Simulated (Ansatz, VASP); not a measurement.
# One calculation of GaAs, two programs

INCAR

```
SYSTEM = GaAs
PREC = Accurate
ENCUT = 500
EDIFF = 1E-6
ISMEAR = 0
SIGMA = 0.01
LREAL = .False.
LASPH = .True.
NELM = 120
ALGO = Normal
ISIF = 2
LWAVE = .False.
LCHARG = .True.
GGA = PE
LELF = .True.
LVHAR = .True.
NBANDS = 16
GGA_COMPAT = .False.
```

KPOINTS

```
Automatic mesh
0
Gamma
  6 6 6
  0 0 0
```

The input POSCAR:

```
GaAs
1.0
    0.0000000000      2.8722543609      2.8722543609
    2.8722543609      0.0000000000      2.8722543609
    2.8722543609      2.8722543609      0.0000000000
Ga As
1 1
Direct
    0.0000000000      0.0000000000      0.0000000000
    0.2500000000      0.2500000000      0.2500000000
```

Input for Ansatz:

```yaml
crystal:
  lattice:
    - [0.0, 2.8722543609, 2.8722543609]
    - [2.8722543609, 0.0, 2.8722543609]
    - [2.8722543609, 2.8722543609, 0.0]
  atoms:
    - { symbol: Ga, position: [0.0, 0.0, 0.0] }
    - { symbol: As, position: [0.25, 0.25, 0.25] }
kpoints:
  mp_grid: { grid: [6, 6, 6] }
hamiltonian:
  xc: pbe
scf:
  occupations: { method: fixed }
  n_extra_bands: 4
output:
  forces: true
  stress: true
  eigenvalues: true
```

Alike in both runs: task single point; functional PBE; k mesh 6 × 6 × 6; no spin polarisation.

|  | VASP | Ansatz |
| --- | --- | --- |
| version | VASP 6.6.1 | Ansatz 0.2.0 |
| potentials or method | VASP PAW PBE potentials, release 64 (Ga_d, As) | plane waves, PAW |
| plane-wave cutoff (eV) | 500 | 420 |
| occupations | gaussian, width 0.01 eV | fixed |
| valence electrons in the cell | 18 | 28 |

Ansatz gave:

```
gap on the k mesh at the Fermi level (eV) : 0.16
pressure (GPa)                            : 0.0
```

**Question.** What did VASP give for the same quantities?

**Answer.** gap on the k mesh at the Fermi level (eV): 0.16; pressure (GPa): 0.1.

VASP's potentials hold 18 valence electrons a cell and Ansatz's 28, so a difference there can come from the potentials and not from the codes.
